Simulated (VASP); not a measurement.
# K (P6/mmm) in VASP: notebook

Runs on K. Level: r2SCAN. Tasks: single point.

Program: VASP 6.6.1. These are calculated values, not measurements. Logs are shortened: lines on timing, memory, paths and dates and some standing lists are left out, and cuts for length are marked.

## 1. The cell of the first run

The structure is hexagonal, space group P6/mmm (No. 191). Conventional cell: a = 7.950 Å, b = 7.950 Å, c = 4.874 Å, α = 90.00°, β = 90.00°, γ = 120.00°.

This isn't the form of K at room conditions, which is bcc.

## 2. Single point, r2SCAN

POSCAR

```
K
1.0
    7.9499407458      0.0000000000      0.0000000000
   -3.9749703729      6.8848506444      0.0000000000
    0.0000000000      0.0000000000      4.8736593267
K
3
Direct
    0.0000000000      0.0000000000      0.0000000000
    0.3333333333      0.6666666667      0.5000000000
    0.6666666667      0.3333333333      0.5000000000
```

INCAR.step1

```
SYSTEM = K
ALGO = Normal ; EDIFF = 1E-4
ENCUT = 520 ; GGA = PE
ISMEAR = 0 ; LASPH = .True.
LCHARG = .False. ; LREAL = .False.
LWAVE = .True. ; NBANDS = 20
NELM = 60 ; PREC = Accurate
SIGMA = 0.1
```

INCAR.step2

```
SYSTEM = K
ALGO = Normal ; EDIFF = 1E-6
ENCUT = 520 ; ISIF = 2
ISMEAR = 0 ; ISTART = 1
LASPH = .True. ; LCHARG = .False.
LMIXTAU = .True. ; LREAL = .False.
LWAVE = .False. ; METAGGA = R2SCAN
NBANDS = 20 ; NELM = 60
PREC = Accurate ; SIGMA = 0.1
```

KPOINTS

```
k-points
0
Gamma
  3 3 4
  0 0 0
```

Potentials or basis: VASP PAW PBE potentials, release 64 (K_sv).

Command:

```bash
> cat potpaw_PBE.64/K_sv/POTCAR > POTCAR
> cp INCAR.step1 INCAR
> mpirun -np 1 vasp_std > vasp.out
> cp INCAR.step2 INCAR
> mpirun -np 1 vasp_std > vasp.out
```

OUTCAR:

```text
SYSTEM = K
   EDIFF = 1E-6
   ENCUT = 520
   ISIF = 2
   ISMEAR = 0
   ISTART = 1
   LASPH = .True.
   LREAL = .False.
   METAGGA = R2SCAN
   NELM = 60
   PREC = Accurate

 ion  position               nearest neighbor table
   1  0.000  0.000  0.000-
   2  0.333  0.667  0.500-
   3  0.667  0.333  0.500-

  LATTYP: Found a hexagonal cell.
 ALAT       =     7.9499407458
 C/A-ratio  =     0.6130434783

  Lattice vectors:

 A1 = (   7.9499407458,   0.0000000000,   0.0000000000)
 A2 = (  -3.9749703729,   6.8848506444,   0.0000000000)
 A3 = (   0.0000000000,   0.0000000000,   4.8736593267)

Analysis of symmetry for initial positions (statically):
=====================================================================
 Subroutine PRICEL returns:
 Original cell was already a primitive cell.

 Routine SETGRP: Setting up the symmetry group for a
 hexagonal supercell.

 Subroutine GETGRP returns: Found 24 space group operations
 (whereof 24 operations were pure point group operations)
 out of a pool of 24 trial point group operations.

The static configuration has the point symmetry D_6h.

Analysis of symmetry for dynamics (positions and initial velocities):
=====================================================================
 Subroutine PRICEL returns:
 Original cell was already a primitive cell.

 Routine SETGRP: Setting up the symmetry group for a
 hexagonal supercell.

 Subroutine GETGRP returns: Found 24 space group operations
 (whereof 24 operations were pure point group operations)
 out of a pool of 24 trial point group operations.

The dynamic configuration has the point symmetry D_6h.

 Subroutine INISYM returns: Found 24 space group operations
 (whereof 24 operations are pure point group operations),
 and found     1 'primitive' translations

----------------------------------------------------------------------------------------

                                     Primitive cell

  volume of cell :     266.7556

  direct lattice vectors                    reciprocal lattice vectors
     7.949940746  0.000000000  0.000000000     0.125787101  0.072623217  0.000000000
    -3.974970373  6.884850644  0.000000000     0.000000000  0.145246433  0.000000000
     0.000000000  0.000000000  4.873659327     0.000000000  0.000000000  0.205184633

  length of vectors
     7.949940746  7.949940746  4.873659327     0.145246433  0.145246433  0.205184633

  position of ions in fractional coordinates (direct lattice)
     0.000000000  0.000000000  0.000000000
     0.333333333  0.666666667  0.500000000
     0.666666667  0.333333333  0.500000000

  ion indices of the primitive-cell ions
   primitive index   ion index
                 1           1
                 2           2
                 3           3

----------------------------------------------------------------------------------------

 KPOINTS: k-points

Automatic generation of k-mesh.
 Grid dimensions read from file:
 generate k-points for:    3    3    4

 Generating k-lattice:

  Cartesian coordinates                     Fractional coordinates (reciprocal lattice)
     0.041929034  0.024207739  0.000000000     0.333333333 -0.000000000  0.000000000
     0.000000000  0.048415478  0.000000000     0.000000000  0.333333333  0.000000000
     0.000000000  0.000000000  0.051296158     0.000000000  0.000000000  0.250000000

  Length of vectors
     0.048415478  0.048415478  0.051296158

  Shift w.r.t. Gamma in fractional coordinates (k-lattice)
     0.000000000  0.000000000  0.000000000

 Subroutine IBZKPT returns following result:
 ===========================================

 Found      9 irreducible k-points:

 Following reciprocal coordinates:
            Coordinates               Weight
  0.000000  0.000000  0.000000      1.000000
  0.333333  0.000000  0.000000      6.000000
  0.333333  0.333333  0.000000      2.000000
  0.000000  0.000000  0.250000      2.000000
  0.333333  0.000000  0.250000     12.000000
  0.333333  0.333333  0.250000      4.000000
  0.000000  0.000000  0.500000      1.000000
  0.333333  0.000000  0.500000      6.000000
  0.333333  0.333333  0.500000      2.000000
   k-points           NKPTS =      9   k-points in BZ     NKDIM =      9   number of bands    NBANDS=     20
   number of dos      NEDOS =    301   number of ions     NIONS =      3
   total plane-waves  NPLWV = 129600
   dimension x,y,z NGX =    60 NGY =   60 NGZ =   36
   dimension x,y,z NGXF=   120 NGYF=  120 NGZF=   72
   ions per type =               3
   NGX,Y,Z   is equivalent  to a cutoff of  12.55, 12.55, 12.28 a.u.
   NGXF,Y,Z  is equivalent  to a cutoff of  25.09, 25.09, 24.56 a.u.
 SYSTEM =  K
   PREC   = accura    normal or accurate (medium, high low for compatibility)
   ISTART =      1    job   : 0-new  1-cont  2-samecut
   ICHARG =      0    charge: 1-file 2-atom 10-const
   ISPIN  =      1    spin polarized calculation?
   LNONCOLLINEAR =      F non collinear calculations
   LSORBIT =      F    spin-orbit coupling
   LASPH  =      T    aspherical Exc in radial PAW
   ENCUT  =  520.0 eV  38.22 Ry    6.18 a.u.  14.78 14.78  9.06*2*pi/ulx,y,z
   NELM   =     60;   NELMIN=  2; NELMDL=  0     # of ELM steps
   EDIFF  = 0.1E-05   stopping-criterion for ELM
   LREAL  =      F    real-space projection
[... 7 lines left out ...]
   TEBEG  =    0.0;   TEEND  =   0.0 temperature during run
   PSTRESS=    0.0 pullay stress
   NELECT =      27.0000    total number of electrons
   NUPDOWN=      -1.0000    fix difference up-down
   EMIN   =  10.00;   EMAX   =-10.00  energy-range for DOS
   EFERMI =   0.00;   METHOD = LEGACY
   ISMEAR =     0;   SIGMA  =   0.10  broadening in eV -4-tet -1-fermi 0-gaus
   EFERMI_NEDOS =   21; number of points for ismear=-14 and -15
   IALGO  =     38    algorithm
   IMIX   =      4    mixing-type and parameters
     AMIX     =   0.40;   BMIX     =  1.00
     AMIX_MAG =   1.60;   BMIX_MAG =  1.00
  volume/ion in A,a.u.               =      88.92       600.05
  Fermi-wavevector in a.u.,A,eV,Ry     =   0.762942  1.441751  7.919687  0.582081
  Thomas-Fermi vector in A             =   1.862515
   LORBIT       =      0    0 simple, 1 ext, 2 COOP (PROOUT), +10 PAW based schemes
   METAGGA = R2SCAN    functional components
   LHFCALC =     F    Hartree Fock is set to
   AEXX    =    0.0000 exact exchange contribution
   IVDW    =     0    specifies the selected vdW correction
   LEPSILON=     F    determine dielectric tensor
   LRPA    =     F    only Hartree local field effects (RPA)
 non-spin polarized calculation
 Gauss-broadening in eV      SIGMA  =   0.10
  energy-cutoff  :      520.00
  volume of cell :      266.76
 maximum number of plane-waves:      7242
 NGX is ok and might be reduce to    60
   NGX = 29   NGY = 29   NGZ = 19

 number of electron      27.0000009 magnetization

 Free energy of the ion-electron system (eV)
  ---------------------------------------------------
  ext. energy  EPLUGINS =         0.00000000
  ---------------------------------------------------
  free energy    TOTEN  =       -17.94117000 eV

  energy without entropy =      -17.91858415  energy(sigma->0) =      -17.92987707

 E-fermi :  -0.4455     XC(G=0):  -5.4474

 val. band max:       -0.4534715180   @ k =   0.3333   0.0000   0.2500
 cond. band min:      -0.3301761971   @ k =   0.3333   0.0000   0.5000
 fundamental gap:      0.1232953208
 Fermi energy:        -0.4454511690

 k-point     1 :       0.0000    0.0000    0.0000
  band No.  band energies     occupation
      1     -34.2787      2.00000
      2     -34.2761      2.00000
      3     -34.1851      2.00000
      4     -16.9912      2.00000
      5     -16.9912      2.00000
      6     -16.9627      2.00000
[... 12 lines left out ...]
     19       1.4144      0.00000
     20       3.4539      0.00000

 k-point     2 :       0.3333    0.0000    0.0000
  band No.  band energies     occupation
      1     -34.2781      2.00000
      2     -34.2766      2.00000
      3     -34.1851      2.00000
      4     -16.9937      2.00000
      5     -16.9866      2.00000
      6     -16.9670      2.00000
[... 12 lines left out ...]
     19       2.7702      0.00000
     20       3.2857      0.00000

 k-point     3 :       0.3333    0.3333    0.0000
  band No.  band energies     occupation
      1     -34.2774      2.00000
      2     -34.2774      2.00000
      3     -34.1851      2.00000
      4     -16.9947      2.00000
      5     -16.9772      2.00000
      6     -16.9772      2.00000
[... 12 lines left out ...]
     19       3.1808      0.00000
     20       3.1809      0.00000

 k-point     4 :       0.0000    0.0000    0.2500
  band No.  band energies     occupation
      1     -34.2783      2.00000
      2     -34.2757      2.00000
      3     -34.1847      2.00000
      4     -16.9899      2.00000
      5     -16.9899      2.00000
      6     -16.9732      2.00000
[... 12 lines left out ...]
     19       1.9638      0.00000
     20       2.4844      0.00000

 k-point     5 :       0.3333    0.0000    0.2500
  band No.  band energies     occupation
      1     -34.2778      2.00000
      2     -34.2762      2.00000
      3     -34.1847      2.00000
      4     -16.9920      2.00000
      5     -16.9853      2.00000
      6     -16.9720      2.00000
[... 12 lines left out ...]
     19       2.4580      0.00000
     20       2.9844      0.00000

 k-point     6 :       0.3333    0.3333    0.2500
  band No.  band energies     occupation
      1     -34.2770      2.00000
      2     -34.2770      2.00000
      3     -34.1847      2.00000
      4     -16.9937      2.00000
      5     -16.9758      2.00000
      6     -16.9758      2.00000
[... 12 lines left out ...]
     19       2.3443      0.00000
     20       2.3443      0.00000

 k-point     7 :       0.0000    0.0000    0.5000
  band No.  band energies     occupation
      1     -34.2779      2.00000
      2     -34.2753      2.00000
      3     -34.1843      2.00000
      4     -16.9886      2.00000
      5     -16.9886      2.00000
      6     -16.9852      2.00000
[... 12 lines left out ...]
     19       2.3943      0.00000
     20       2.3944      0.00000

 k-point     8 :       0.3333    0.0000    0.5000
  band No.  band energies     occupation
      1     -34.2774      2.00000
      2     -34.2759      2.00000
      3     -34.1843      2.00000
      4     -16.9903      2.00000
      5     -16.9840      2.00000
      6     -16.9840      2.00000
[... 12 lines left out ...]
     19       2.0416      0.00000
     20       2.1308      0.00000

 k-point     9 :       0.3333    0.3333    0.5000
  band No.  band energies     occupation
      1     -34.2766      2.00000
      2     -34.2766      2.00000
      3     -34.1843      2.00000
      4     -16.9927      2.00000
      5     -16.9817      2.00000
      6     -16.9817      2.00000
[... 12 lines left out ...]
     19       2.9343      0.00000
     20       3.0096      0.00000

------------------------ aborting loop because EDIFF is reached ----------------------------------------

  FORCE on cell =-STRESS in cart. coord.  units (eV):
  Direction    XX          YY          ZZ          XY          YZ          ZX
  --------------------------------------------------------------------------------------
  -------------------------------------------------------------------------------------
  Total       -0.3759553     -0.3759553     -1.1523692      0.0000000     -0.0000000      0.0000000
  in kB       -2.2580482     -2.2580482     -6.9213153      0.0000000     -0.0000000      0.0000000
  external PRESSURE =      -3.8124706 kB  Pullay stress =       0.0000000 kB

 VOLUME and BASIS-vectors are now :
 -----------------------------------------------------------------------------
  energy-cutoff  :      520.00
  volume of cell :      266.76
      direct lattice vectors                 reciprocal lattice vectors
     7.949940746  0.000000000  0.000000000     0.125787101  0.072623217  0.000000000
    -3.974970373  6.884850644  0.000000000     0.000000000  0.145246433  0.000000000
     0.000000000  0.000000000  4.873659327     0.000000000  0.000000000  0.205184633

 POSITION                                       TOTAL-FORCE (eV/Angst)
 -----------------------------------------------------------------------------------
      0.00000      0.00000      0.00000         0.000000      0.000000      0.000000
     -0.00000      4.58990      2.43683        -0.000000      0.000000      0.000000
      3.97497      2.29495      2.43683         0.000000      0.000000     -0.000000
 -----------------------------------------------------------------------------------
    total drift:                                0.000000     -0.000000      0.000000

  FREE ENERGIE OF THE ION-ELECTRON SYSTEM (eV)
  ---------------------------------------------------
  free  energy   TOTEN  =       -17.9411699993 eV

  energy  without entropy=      -17.9185841477  energy(sigma->0) =      -17.92987707
```

Run time: 6.5 min. Hardware: 1 thread of Intel Xeon 8259CL, shared host; peak memory 0.38 GiB.

What came out:

```yaml
Free_energy: -17.9412 eV
Pressure: -0.4 GPa
Band_gap_on_the_k_mesh: zero (an odd number of electrons rules out a gap without spin polarisation)
```

Stress tensor (GPa, compression positive):
```
-0.23  0.00  0.00
 0.00 -0.23  0.00
 0.00  0.00 -0.69
```

Levels at points of the mesh, in eV from the Fermi level:
```tsv
k point	band 10	band 11	band 12	band 13	band 14	band 15	band 16	band 17	band 18	band 19
(0.00, 0.00, 0.00)	-16.43	-16.43	-16.43	-2.04	1.16	1.16	1.17	1.17	1.64	1.86
(0.00, 0.00, 0.50)	-16.45	-16.43	-16.43	-0.28	-0.20	1.99	1.99	2.03	2.03	2.84
```

Caveat: the PAW data sets were made with another functional, which shifts forces and pressure a little.

## 3. Single point, r2SCAN

This run uses another cell than the first one, of 76.61 Å³/atom.

POSCAR

```
K
1.0
    7.6134617897      0.0000000000      0.0000000000
   -3.8067308948      6.5934513206      0.0000000000
    0.0000000000      0.0000000000      4.5784598072
K
3
Direct
    0.0000000000      0.0000000000      0.0000000000
    0.3333333333      0.6666666667      0.5000000000
    0.6666666667      0.3333333333      0.5000000000
```

INCAR.step1

```
PREC     = Accurate       # precision mode
ENCUT    = 520            # plane-wave cutoff, eV
ISMEAR   = 0              # smearing method
SIGMA    = 0.1            # smearing width, eV
LREAL    = F              # projectors in reciprocal space
LASPH    = T              # aspherical terms in the spheres
NELM     = 100            # most SCF steps
NBANDS   = 20             # bands
GGA      = PE             # functional
ALGO     = Normal         # electronic algorithm
EDIFF    = 1E-4           # SCF threshold, eV
LWAVE    = T              # write WAVECAR
LCHARG   = F              # write CHGCAR
```

INCAR.step2

```
PREC     = Accurate       # precision mode
ENCUT    = 520            # plane-wave cutoff, eV
EDIFF    = 1E-6           # SCF threshold, eV
ISMEAR   = 0              # smearing method
SIGMA    = 0.1            # smearing width, eV
LREAL    = F              # projectors in reciprocal space
LASPH    = T              # aspherical terms in the spheres
NELM     = 100            # most SCF steps
ALGO     = Normal         # electronic algorithm
ISIF     = 2              # what is computed and relaxed
LWAVE    = F              # write WAVECAR
LCHARG   = F              # write CHGCAR
METAGGA  = R2SCAN         # meta-GGA
LMIXTAU  = T            
NBANDS   = 20             # bands
ISTART   = 1
```

KPOINTS

```
regular mesh
0
Gamma
  9 9 10
```

Potentials or basis: VASP PAW PBE potentials, release 64 (K_sv).

Command:

```bash
> cat potpaw_PBE.64/K_sv/POTCAR > POTCAR
> cp INCAR.step1 INCAR
> mpirun -np 1 vasp_std > vasp.out
> cp INCAR.step2 INCAR
> mpirun -np 1 vasp_std > vasp.out
```

Wall time 53 min (1 thread of Intel Xeon 8259CL, shared host); peak memory 0.53 GiB.

The run converged. Its results:

```
Free energy            : -18.0126 eV
Pressure               : 0.0 GPa
Band gap on the k mesh : zero (an odd number of electrons rules out a gap without spin polarisation)
```

Levels at points of the mesh, in eV from the Fermi level:
| k point | band 11 | band 12 | band 13 | band 14 | band 15 | band 16 |
| --- | --- | --- | --- | --- | --- | --- |
| (0.00, 0.00, 0.00) | -16.32 | -16.31 | -2.25 | 1.16 | 1.16 | 1.19 |
| (0.00, 0.00, 0.50) | -16.31 | -16.31 | -0.24 | -0.20 | 1.93 | 1.93 |

Caveat: the PAW data sets were made with another functional, which shifts forces and pressure a little.

The gap in the log of VASP goes by the Fermi energy; the results here count the filled bands.